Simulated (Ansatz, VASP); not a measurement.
# Two plane-wave programs on Ga4AsN3

The input INCAR:

```
SYSTEM = Ga4AsN3
ALGO = Normal ; EDIFF = 1E-7
ENCUT = 520 ; GGA = PE
ISIF = 2 ; ISMEAR = -1
LASPH = .TRUE. ; LCHARG = .FALSE.
LREAL = .FALSE. ; LWAVE = .FALSE.
NBANDS = 46 ; NELM = 80
PREC = Accurate ; SIGMA = 0.02
```

File KPOINTS:

```
k-points
0
G
  8 6 6
  0 0 0
```

File POSCAR:

```
Ga4AsN3
1.0
    3.3735323817      0.0000000000      0.0000000000
    0.0000000000      3.4272471090      4.8195426307
    0.0000000000     -3.4272471090      4.8195426307
N As Ga
3 1 4
Direct
    0.0000000000      0.0015677555      0.0015677555
    0.5000000000      0.0004757818      0.4971448061
    0.5000000000      0.4971448061      0.0004757818
    0.0000000000      0.5038949206      0.5038949206
    0.5000000000      0.8769157371      0.8769157371
    0.0000000000      0.9131003508      0.3608356254
    0.0000000000      0.3608356254      0.9131003508
    0.5000000000      0.3460650225      0.3460650225
```

Input for Ansatz:

```yaml
crystal:
  lattice:
    - [3.3735323817, 0.0, 0.0]
    - [0.0, 3.427247109, 4.8195426307]
    - [0.0, -3.427247109, 4.8195426307]
  atoms:
    - { symbol: "N", position: [0.0, 0.0015677555, 0.0015677555] }
    - { symbol: "N", position: [0.5, 0.0004757818, 0.4971448061] }
    - { symbol: "N", position: [0.5, 0.4971448061, 0.0004757818] }
    - { symbol: As, position: [0.0, 0.5038949206, 0.5038949206] }
    - { symbol: Ga, position: [0.5, 0.8769157371, 0.8769157371] }
    - { symbol: Ga, position: [0.0, 0.9131003508, 0.3608356254] }
    - { symbol: Ga, position: [0.0, 0.3608356254, 0.9131003508] }
    - { symbol: Ga, position: [0.5, 0.3460650225, 0.3460650225] }
kpoints:
  mp_grid: { grid: [8, 6, 6] }
  band_path:
    path:
      - [[0.0, 0.0, 0.0], [4.66630434875e-19, 0.5, 0.5], [5.540605452502e-19, 0.6235790079714, 0.3764209920286]]
      - [[2.663116448402e-19, 0.3764209920286, -0.3764209920286], [0.0, 0.0, 0.0], [0.5, 1.325981639486e-18, 5.924843909739e-19], [0.5, 0.3764209920286, -0.3764209920286]]
      - [[0.5, 0.6235790079714, 0.3764209920286], [0.5, 0.5, 0.5], [4.66630434875e-19, 0.5, 0.5]]
      - [[0.0, 0.0, 0.0], [4.101860950452e-19, 0.5, 9.680382508949e-18], [0.5, 0.5, 9.680382508949e-18], [0.5, 1.325981639486e-18, 5.924843909739e-19], [0.5, 0.5, 0.5]]
    npoints: 10
hamiltonian:
  xc: pbe
scf:
  occupations: { method: fermi_dirac, width: 0.02 }
  n_extra_bands: 6
output:
  forces: true
  stress: true
  eigenvalues: true
```

Alike in both runs: task single point; functional PBE; k mesh 8 × 6 × 6; occupations fermi-dirac, width 0.02 eV; no spin polarisation.

|  | VASP | Ansatz |
| --- | --- | --- |
| version | VASP 6.6.1 | Ansatz 0.2.0 |
| potentials or method | VASP PAW PBE potentials, release 64 (N, As, Ga_d) | plane waves, PAW |
| plane-wave cutoff (eV) | 520 | 420 |
| valence electrons in the cell | 72 | 82 |

VASP gave:

```
pressure (GPa)                                                : 5.2
traceless stress, the component that is largest in VASP (GPa) : -0.69
rms of the force components (eV/Å)                            : 0.093
```

**Question.** What did Ansatz give for the same quantities?

**Answer.** Pressure (GPa): 4.9; traceless stress, the component that is largest in VASP (GPa): -0.66; rms of the force components (eV/Å): 0.089.

Atom by atom the forces differ by 0.007 eV/Å (rms over components). VASP's potentials hold 72 valence electrons a cell and Ansatz's 82, so a difference there can come from the potentials and not from the codes.
